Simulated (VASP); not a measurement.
Input of a VASP 6.6.1 run:

File INCAR:

```
PREC     = Accurate       # precision mode
ENCUT    = 520            # plane-wave cutoff, eV
EDIFF    = 1E-7           # SCF threshold, eV
ISMEAR   = 0              # smearing method
SIGMA    = 0.05           # smearing width, eV
LREAL    = False          # projectors in reciprocal space
LASPH    = True           # aspherical terms in the spheres
NELM     = 100            # most SCF steps
ALGO     = Normal         # electronic algorithm
ISIF     = 2              # what is computed and relaxed
LWAVE    = False          # write WAVECAR
LCHARG   = False          # write CHGCAR
GGA      = PE             # functional
NBANDS   = 16             # bands
```

KPOINTS

```
Automatic mesh
0
Gamma
  12 12 6
```

POSCAR

```
BN
1.0
    2.5539396017      0.0000000000      0.0000000000
   -1.2769698009      2.2117765748      0.0000000000
    0.0000000000      0.0000000000      4.2268550000
B N
2 2
Direct
    0.6666666667      0.3333333333      0.9997240000
    0.3333333333      0.6666666667      0.4997240000
    0.6666666667      0.3333333333      0.6607633777
    0.3333333333      0.6666666667      0.1607633777
```

Potentials or basis: VASP PAW PBE potentials, release 64 (B, N).

The run is started by

```bash
$ cat potpaw_PBE.64/B/POTCAR potpaw_PBE.64/N/POTCAR > POTCAR
$ mpirun -np 1 vasp_std > vasp.out
```

Task: Estimate the pressure.

Result: 6.5 GPa.

Task: Estimate the largest force.

Result: 4.597 eV/Å.

Task: What does it give for the band gap on the k mesh?

Result: 2.85 eV, indirect (least direct gap 6.92 eV).

Stress tensor (GPa, compression positive):
```
 1.31  0.00  0.00
 0.00  1.31  0.00
 0.00  0.00 16.80
```

Caveat: the cell differs from its parent crystal (all N atoms moved +0.150 Å, as atom 3 along Cartesian [0 0 1]); forces of over 1 eV/Å act on the atoms, so gaps and moduli don't describe the material at rest. A k mesh can miss the band edges.
